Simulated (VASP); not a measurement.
Cu, 2 atoms in the cell. It takes space group P6_3/mmc (No. 194, hexagonal). The conventional cell has a = 2.421 Å, b = 2.421 Å, c = 4.461 Å, α = 90.00°, β = 90.00°, γ = 120.00°. Cu (site symmetry -6m2) has 12 Cu at 2.42 to 2.63 Å within 3.2 Å. This isn't the form of Cu at room conditions, which is fcc.

```yaml
Program: VASP 6.6.1
Task: single point
Functional: PBEsol
Potentials_or_basis: VASP PAW PBE potentials, release 64 (Cu)
Cutoff: 520 eV
k_mesh: 24 × 24 × 12
Occupations: gaussian, width 0.15 eV
Spin: no spin polarisation
Dipole_correction: no
Further_INCAR_settings: ALGO = Fast; EDIFF = 1e-06; NBANDS = 18
```

Potentials or basis: VASP PAW PBE potentials, release 64 (Cu).

Launch:

```console
$ cat potpaw_PBE.64/Cu/POTCAR > POTCAR
$ mpirun -np 1 vasp_std > vasp.out
```

Hardware: 1 thread of Intel(R) Xeon(R) Platinum 8488C (Sapphire Rapids), on a shared host.

Estimate the wall time of this run.

Wall time 2.2 min on 1 thread of Intel(R) Xeon(R) Platinum 8488C (Sapphire Rapids), with other jobs on the host, peak memory 0.24 GiB. Counts: scf iterations 14, k points 427.
